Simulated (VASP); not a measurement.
Set up this calculation in VASP 6.6.1, as the native input.

* Task: single point
* Functional: PBEsol
* Potentials or basis: VASP PAW PBE potentials, release 64 (N, B)
* Cutoff: 600 eV
* k mesh: 11 × 11 × 11
* Occupations: fermi-dirac, width 0.05 eV
* Spin: no spin polarisation
* Dipole correction: no
* Further INCAR settings: ALGO = Normal; EDIFF = 1e-06; NBANDS = 11

The structure of BN lies in POSCAR:

```
BN
1.0
    0.0000000000      1.8130010000      1.8130010000
    1.8130010000      0.0000000000      1.8130010000
    1.8130010000      1.8130010000      0.0000000000
N B
1 1
Direct
    0.2500000000      0.2500000000      0.2500000000
    0.0000000000      0.0000000000      0.0000000000
```

These files were run (other wordings do the same):

INCAR

```
  ALGO = Normal
  EDIFF = 1E-6
  ENCUT = 600
  GGA = PS
  GGA_COMPAT = False
  ISIF = 2
  ISMEAR = -1
  LASPH = True
  LCHARG = False
  LREAL = False
  LWAVE = False
  NBANDS = 11
  NELM = 120
  PREC = Accurate
  SIGMA = 0.05
```

KPOINTS

```
k-points
0
Gamma
  11 11 11
```

Potentials or basis: VASP PAW PBE potentials, release 64 (N, B).

Launch:

```console
$ cat potpaw_PBE.64/N/POTCAR potpaw_PBE.64/B/POTCAR > POTCAR
$ mpirun -np 1 vasp_std > vasp.out
```

It gave:

The pressure is -6.0 GPa. The band gap on the k mesh is 4.37 eV, indirect (least direct gap 8.72 eV).

Caveat: the PAW data sets were made with another functional, which shifts forces and pressure a little.

It took 5.8 s on 1 thread of Intel(R) Xeon(R) Platinum 8124M CPU @ 3.00GHz (Skylake/Cascade Lake), with other jobs on the host, peak memory 0.12 GiB.
